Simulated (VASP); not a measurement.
Set up this calculation in VASP 6.6.1, as the native input.

```yaml
Task: single point
Functional: PBEsol
Potentials_or_basis: VASP PAW PBE potentials, release 64 (B, N)
Cutoff: 520 eV
k_mesh: 11 × 11 × 4
Occupations: fermi-dirac, width 0.02 eV
Spin: no spin polarisation
Dipole_correction: no
Further_INCAR_settings: ALGO = Normal; EDIFF = 1e-06; NBANDS = 16
```

The structure of BN lies in POSCAR:

```
BN
1.0
    2.4539118702      0.0000000000      0.0000000000
   -1.2269559352      2.1251500183      0.0000000000
    0.0000000000      0.0000000000      6.6612000000
B N
2 2
Direct
    0.3333333333      0.6666666667      0.2500000000
    0.6666666667      0.3333333333      0.7500000000
    0.3333333333      0.6666666667      0.7500000000
    0.6666666667      0.3333333333      0.2500000000
```

This cell differs from its parent crystal: equal xx and yy strain of -2 %.

These files were run (other wordings do the same):

INCAR

```
PREC     = Accurate       # precision mode
ENCUT    = 520            # plane-wave cutoff, eV
EDIFF    = 1E-6           # SCF threshold, eV
ISMEAR   = -1             # smearing method
SIGMA    = 0.02           # smearing width, eV
LREAL    = False          # projectors in reciprocal space
LASPH    = True           # aspherical terms in the spheres
NELM     = 100            # most SCF steps
ALGO     = Normal         # electronic algorithm
ISIF     = 2              # what is computed and relaxed
LWAVE    = False          # write WAVECAR
LCHARG   = False          # write CHGCAR
GGA      = PS             # functional
NBANDS   = 16             # bands
```

KPOINTS

```
Automatic mesh
0
Gamma
  11 11 4
```

Potentials or basis: VASP PAW PBE potentials, release 64 (B, N).

Command:

```console
$ cat potpaw_PBE.64/B/POTCAR potpaw_PBE.64/N/POTCAR > POTCAR
$ mpirun -np 1 vasp_std > vasp.out
```

It gave:

The pressure is 16.7 GPa and the band gap on the k mesh is 4.33 eV, indirect (least direct gap 4.75 eV).

Caveat: the cell differs from its parent crystal (equal xx and yy strain of -2 %); the PAW data sets were made with another functional, which shifts forces and pressure a little; this functional lacks dispersion, which binds the layers, so the pressure and a relaxed spacing across them are unreliable.

Wall time 9.8 s on 1 thread of Intel(R) Xeon(R) 6975P-C (Granite Rapids), with other jobs on the host, peak memory 0.14 GiB.
